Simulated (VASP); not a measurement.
NaF:

```
Na F
1.0
     0.00000    2.53126    2.53126
     2.53126    0.00000    2.53126
     2.53126    2.53126    0.00000
Na F
1 1
Cartesian
  0.0000 0.0000 0.0000
  1.2656 1.2656 1.2656
```

Base run:

* Program: VASP 6.6.1
* Functional: r2SCAN
* Potentials or basis: VASP PAW PBE potentials, release 64 (Na_pv, F)
* Cutoff: 520 eV
* k mesh: 8 × 8 × 8
* Occupations: gaussian, width 0.01 eV
* Spin: no spin polarisation

Its results: band gap on the k mesh 6.27 eV, direct; pressure -0.3 GPa.

Problem. The run is repeated on the same cell with these changes: functional from r2SCAN to PBE; occupations from gaussian, width 0.01 eV to fermi-dirac, width 0.02 eV. What comes out?

Solution. Band gap on the k mesh 5.61 eV, direct; pressure 1.9 GPa.

Caveats: the PAW data sets were made with another functional, which shifts forces and pressure a little (some runs).

A k mesh can miss the band edges.
